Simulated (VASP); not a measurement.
# Li2HfN2 (C2/m) in VASP: notebook

The runs below take Li2HfN2 through single point, with LDA.

Program: VASP 6.6.1. These are calculated values, not measurements. Logs are shortened: lines on timing, memory, paths and dates and some standing lists are left out, and cuts for length are marked.

## Step 1: The cell of the first run

The structure is monoclinic, space group C2/m (No. 12). Conventional cell: a = 5.608 Å, b = 3.237 Å, c = 5.425 Å, α = 90.00°, β = 92.29°, γ = 90.00°. Li (site symmetry m) has 4 N at 2.03 to 2.15 Å and 3 Li at 2.24 to 2.30 Å and 3 Hf at 2.77 to 2.85 Å within 2.9 Å. Hf (site symmetry 2/m) has 6 N at 2.18 to 2.24 Å and 6 Li at 2.77 to 2.85 Å within 2.9 Å. Within 2.7 Å of N (site symmetry m) lie 4 Li at 2.03 to 2.15 Å and 3 Hf at 2.18 to 2.24 Å.

## Step 2: Single point, LDA (strain -0.0400 x Voigt [0, 0, 0, 1, 0, 0])

File INCAR:

```
SYSTEM = Li2HfN2
  ALGO = Normal
  EDIFF = 1E-7
  ENCUT = 520
  GGA = CA
  ISIF = 2
  ISMEAR = 0
  LASPH = .True.
  LCHARG = .False.
  LREAL = .False.
  LWAVE = .False.
  NBANDS = 21
  NELM = 100
  PREC = Accurate
  SIGMA = 0.05
```

File KPOINTS:

```
k-points
0
Gamma
  9 9 6
  0 0 0
```

File POSCAR:

```
Li2HfN2
1.0
    3.2371209533      0.0000000000      0.0000000000
   -1.6185604767      2.8034289807     -0.0560685796
    0.0000000000     -0.1084719036      5.4235951800
Li Hf N
2 1 2
Direct
    0.6666666667      0.3333333333      0.3827885700
    0.3333333333      0.6666666667      0.6172114300
    0.0000000000      0.0000000000      0.0000000000
    0.6666666667      0.3333333333      0.7793848600
    0.3333333333      0.6666666667      0.2206151400
```

Potentials or basis: VASP PAW LDA potentials, release 64 (Li_sv, Hf_pv, N).

On the command line:

```
cat potpaw_LDA.64/Li_sv/POTCAR potpaw_LDA.64/Hf_pv/POTCAR potpaw_LDA.64/N/POTCAR > POTCAR
mpirun -np 1 vasp_std > vasp.out
```

OUTCAR:

```text
SYSTEM = Li2HfN2
   EDIFF = 1E-7
   ENCUT = 520
   GGA = CA
   ISIF = 2
   ISMEAR = 0
   LASPH = .True.
   LREAL = .False.
   NELM = 100
   PREC = Accurate

 ion  position               nearest neighbor table
   1  0.667  0.333  0.383-   5 2.03   5 2.08   5 2.08   4 2.15   2 2.24   2 2.24   2 2.30   3 2.77
                             3 2.77   3 2.85
   2  0.333  0.667  0.617-   4 2.03   4 2.08   4 2.08   5 2.15   1 2.24   1 2.24   1 2.30   3 2.77
                             3 2.77   3 2.85
   3  0.000  0.000  0.000-   5 2.18   4 2.18   5 2.24   4 2.24   4 2.24   5 2.24   1 2.77   2 2.77
                             2 2.77   1 2.77   1 2.85   2 2.85
   4  0.667  0.333  0.779-   2 2.03   2 2.08   2 2.08   1 2.15   3 2.18   3 2.24   3 2.24
   5  0.333  0.667  0.221-   1 2.03   1 2.08   1 2.08   2 2.15   3 2.18   3 2.24   3 2.24

  LATTYP: Found a base centered monoclinic cell.
 ALAT       =     5.6079792209
 B/A-ratio  =     0.5772348338
 C/A-ratio  =     0.9673145311
 COS(beta)  =    -0.0399840064

  Lattice vectors:

 A1 = (   1.6185604766,   2.8034289807,  -0.0560685796)
 A2 = (  -1.6185604767,   2.8034289807,  -0.0560685796)
 A3 = (   0.0000000000,  -0.1084719036,   5.4235951800)

Analysis of symmetry for initial positions (statically):
=====================================================================
 Subroutine PRICEL returns:
 Original cell was already a primitive cell.

 Routine SETGRP: Setting up the symmetry group for a
 base centered monoclinic supercell.

 Subroutine GETGRP returns: Found  4 space group operations
 (whereof  4 operations were pure point group operations)
 out of a pool of  4 trial point group operations.

The static configuration has the point symmetry C_2h.

Analysis of symmetry for dynamics (positions and initial velocities):
=====================================================================
 Subroutine PRICEL returns:
 Original cell was already a primitive cell.

 Routine SETGRP: Setting up the symmetry group for a
 base centered monoclinic supercell.

 Subroutine GETGRP returns: Found  4 space group operations
 (whereof  4 operations were pure point group operations)
 out of a pool of  4 trial point group operations.

The dynamic configuration has the point symmetry C_2h.

 Subroutine INISYM returns: Found  4 space group operations
 (whereof  4 operations are pure point group operations),
 and found     1 'primitive' translations

----------------------------------------------------------------------------------------
[... 101 lines left out ...]
   EDIFFG = 0.1E-05   stopping-criterion for IOM
   NSW    =      0    number of steps for IOM
   IBRION =     -1    ionic relax: 0-MD 1-quasi-New 2-CG
   NFREE  =      0    steps in history (QN), initial steepest desc. (CG)
   ISIF   =      2    stress and relaxation
   ISYM   =      2    0-nonsym 1-usesym 2-fastsym
   POTIM  = 0.5000    time-step for ionic-motion
   TEBEG  =    0.0;   TEEND  =   0.0 temperature during run
   PSTRESS=    0.0 pullay stress
   NELECT =      26.0000    total number of electrons
   NUPDOWN=      -1.0000    fix difference up-down
   EMIN   =  10.00;   EMAX   =-10.00  energy-range for DOS
   EFERMI =   0.00;   METHOD = LEGACY
   ISMEAR =     0;   SIGMA  =   0.05  broadening in eV -4-tet -1-fermi 0-gaus
   EFERMI_NEDOS =   21; number of points for ismear=-14 and -15
   IALGO  =     38    algorithm
   IMIX   =      4    mixing-type and parameters
     AMIX     =   0.40;   BMIX     =  1.00
     AMIX_MAG =   1.60;   BMIX_MAG =  1.00
  volume/ion in A,a.u.               =       9.84        66.40
  Fermi-wavevector in a.u.,A,eV,Ry     =   1.323565  2.501175 23.835017  1.751824
  Thomas-Fermi vector in A             =   2.453164
   LORBIT       =      0    0 simple, 1 ext, 2 COOP (PROOUT), +10 PAW based schemes
   GGA     = CA    functional components
   LHFCALC =     F    Hartree Fock is set to
   AEXX    =    0.0000 exact exchange contribution
   IVDW    =     0    specifies the selected vdW correction
   LEPSILON=     F    determine dielectric tensor
   LRPA    =     F    only Hartree local field effects (RPA)
 non-spin polarized calculation
 Gauss-broadening in eV      SIGMA  =   0.05
  energy-cutoff  :      520.00
  volume of cell :       49.20
 maximum number of plane-waves:      1344
   NGX = 13   NGY = 13   NGZ = 21

 number of electron      26.0000009 magnetization

 Free energy of the ion-electron system (eV)
  ---------------------------------------------------
  ext. energy  EPLUGINS =         0.00000000
  ---------------------------------------------------
  free energy    TOTEN  =       -39.84736666 eV

  energy without entropy =      -39.84736666  energy(sigma->0) =      -39.84736666

 E-fermi :   4.4277     XC(G=0): -11.4399

 val. band max:        4.2269460091   @ k =   0.0000   0.0000   0.0000
 cond. band min:       5.9006152425   @ k =   0.0000   0.4444   0.5000
 fundamental gap:      1.6736692334
 Fermi energy:         4.4276720758

 k-point     1 :       0.0000    0.0000    0.0000
  band No.  band energies     occupation
      1     -39.1926      2.00000
      2     -38.9783      2.00000
      3     -25.4196      2.00000
      4     -25.0229      2.00000
      5     -24.9917      2.00000
      6      -9.6334      2.00000
[... 565 lines left out ...]
     20      14.1428      0.00000
     21      14.3126      0.00000

 [... further k-points ...]

------------------------ aborting loop because EDIFF is reached ----------------------------------------

  FORCE on cell =-STRESS in cart. coord.  units (eV):
  Direction    XX          YY          ZZ          XY          YZ          ZX
  --------------------------------------------------------------------------------------
  -------------------------------------------------------------------------------------
  Total       -1.9874360     -2.2566149     -1.8143877      0.0000000      1.9047374     -0.0000000
  in kB      -64.7204823    -73.4862401    -59.0851959      0.0000000     62.0274174     -0.0000000
  external PRESSURE =     -65.7639728 kB  Pullay stress =       0.0000000 kB

 VOLUME and BASIS-vectors are now :
 -----------------------------------------------------------------------------
  energy-cutoff  :      520.00
  volume of cell :       49.20
      direct lattice vectors                 reciprocal lattice vectors
     3.237120953  0.000000000  0.000000000     0.308916477  0.178424381  0.003568488
    -1.618560477  2.803428981 -0.056068580     0.000000000  0.356848762  0.007136975
     0.000000000 -0.108471904  5.423595180     0.000000000  0.003689066  0.184453324

 POSITION                                       TOTAL-FORCE (eV/Angst)
 -----------------------------------------------------------------------------------
      1.61856      0.89295      2.05740        -0.000000      0.036613     -0.073236
     -0.00000      1.80200      3.31013         0.000000     -0.036613      0.073236
      0.00000      0.00000      0.00000         0.000000     -0.000000      0.000000
      1.61856      0.84993      4.20838         0.000000     -0.322690      0.131898
     -0.00000      1.84502      1.15915        -0.000000      0.322690     -0.131898
 -----------------------------------------------------------------------------------
    total drift:                                0.000000      0.000000     -0.000000

  FREE ENERGIE OF THE ION-ELECTRON SYSTEM (eV)
  ---------------------------------------------------
  free  energy   TOTEN  =       -39.8473666565 eV

  energy  without entropy=      -39.8473666565  energy(sigma->0) =      -39.84736666
```

stdout:

```text
POSCAR found type information on POSCAR LiHfN
 POSCAR found :  3 types and       5 ions
 scaLAPACK will be used
 LDA part: xc-table for (Slater(with rela. corr.)+CA(PZ))
 , standard interpolation
 POSCAR, INCAR and KPOINTS ok, starting setup
 FFT: planning ... GRIDC
 FFT: planning ... GRID_SOFT
 FFT: planning ... GRID
 WAVECAR not read
 entering main loop
```

Run time: 64 s. Hardware: 1 thread of AMD EPYC 9R45 (Zen 5), shared host; peak memory 0.22 GiB.

Results:

```yaml
Free_energy: -39.8474 eV
Largest_force: 0.349 eV/Å
Band_gap_on_the_k_mesh: 1.67 eV (least direct gap 2.52 eV)
```

Forces in eV/Å, atoms in the order of the input:
```
Li   0.000  0.037 -0.073
Li   0.000 -0.037  0.073
Hf   0.000  0.000  0.000
N    0.000 -0.323  0.132
N    0.000  0.323 -0.132
```

Caveat: the cell differs from its parent crystal (strain -0.0400 x Voigt [0, 0, 0, 1, 0, 0]); the cutoff is under 1.25 times the usual one of these potentials, so pressure, stress and relaxed cells hold a basis-set (Pulay) error; spin-orbit coupling is left out, which moves the levels of the heavy elements; an odd mesh through Γ misses points on the zone boundary, where band edges can lie.

## Step 3: Single point, LDA (strain +0.0400 x Voigt [0, 0, 0, 1, 0, 0])

File INCAR:

```
SYSTEM = Li2HfN2
PREC = Accurate
ENCUT = 520
EDIFF = 1E-7
ISMEAR = 0
SIGMA = 0.05
LREAL = .False.
LASPH = .True.
NELM = 60
ALGO = Normal
ISIF = 2
LWAVE = .False.
LCHARG = .False.
NBANDS = 21
```

File KPOINTS:

```
regular mesh
0
Gamma
  9 9 6
  0 0 0
```

POSCAR, as its differences from that of step 2:

```diff
@@ -3,4 +3,4 @@
     3.2371209533      0.0000000000      0.0000000000
-   -1.6185604767      2.8034289807     -0.0560685796
-    0.0000000000     -0.1084719036      5.4235951800
+   -1.6185604767      2.8034289807      0.0560685796
+    0.0000000000      0.1084719036      5.4235951800
 Li Hf N
```

Potentials or basis: VASP PAW LDA potentials, release 64 (Li_sv, Hf_pv, N).

On the command line:

```
cat potpaw_LDA.64/Li_sv/POTCAR potpaw_LDA.64/Hf_pv/POTCAR potpaw_LDA.64/N/POTCAR > POTCAR
mpirun -np 1 vasp_std > vasp.out
```

Wall time 65 s (1 thread of AMD EPYC 9R45 (Zen 5), shared host); peak memory 0.22 GiB.

The run converged. Its results:

- Free energy: -39.8486 eV
- Largest force: 0.324 eV/Å
- Band gap on the k mesh: 1.74 eV (least direct gap 2.58 eV)

Forces on the atoms (eV/Å):
```
Li   0.000 -0.031 -0.073
Li   0.000  0.031  0.073
Hf   0.000  0.000  0.000
N    0.000  0.295  0.132
N    0.000 -0.295 -0.132
```

Levels at points of the mesh, in eV from the valence-band top:
| k point | band 9 | band 10 | band 11 | band 12 | band 13 | band 14 | band 15 | band 16 | band 17 | band 18 |
| --- | --- | --- | --- | --- | --- | --- | --- | --- | --- | --- |
| (0.00, 0.00, 0.00) | -2.96 | -2.83 | -0.46 | -0.04 | 0.00 | 3.29 | 3.46 | 3.82 | 4.67 | 7.17 |
| (0.00, 0.00, 0.50) | -2.88 | -2.77 | -2.08 | -0.27 | -0.19 | 3.20 | 3.38 | 4.30 | 6.33 | 6.93 |

Caveat: the cell differs from its parent crystal (strain +0.0400 x Voigt [0, 0, 0, 1, 0, 0]); the cutoff is under 1.25 times the usual one of these potentials, so pressure, stress and relaxed cells hold a basis-set (Pulay) error; spin-orbit coupling is left out, which moves the levels of the heavy elements; an odd mesh through Γ misses points on the zone boundary, where band edges can lie.
